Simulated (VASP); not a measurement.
Ni:

```
Ni
1.0
     0.00000    1.76037    1.76037
     1.76037    0.00000    1.76037
     1.76037    1.76037    0.00000
Ni
1
Direct
  0.00000 0.00000 0.00000
```

Base run:

- Program: VASP 6.6.1
- Functional: r2SCAN
- Potentials or basis: VASP PAW PBE potentials, release 64 (Ni)
- Cutoff: 520 eV
- k mesh: 14 × 14 × 14
- Occupations: fermi-dirac, width 0.1 eV
- Spin: collinear spin, ferromagnetic start
- Starting moments: [1.32] μB
- Fixed moment: 1.32 μB

Its results: pressure 1.5 GPa; site moments Ni +1.30 μB.

Problem. After a change of settings the same cell gave: pressure -6.2 GPa; site moments Ni +0.81 μB. Which change was it?
A. fixed moment from 1.32 μB to 0.53 μB; moments at the start from [1.32] to [0.53]
B. fixed moment from 1.32 μB to 0.79 μB; moments at the start from [1.32] to [0.79]
C. fixed moment from 1.32 μB to 1.58 μB; moments at the start from [1.32] to [1.58]

Solution. B.

Caveats: the PAW data sets were made with another functional, which shifts forces and pressure a little; the total moment is fixed, so each spin has its own Fermi level and the state may be an excited one; the cell stands under tension (at least some runs).
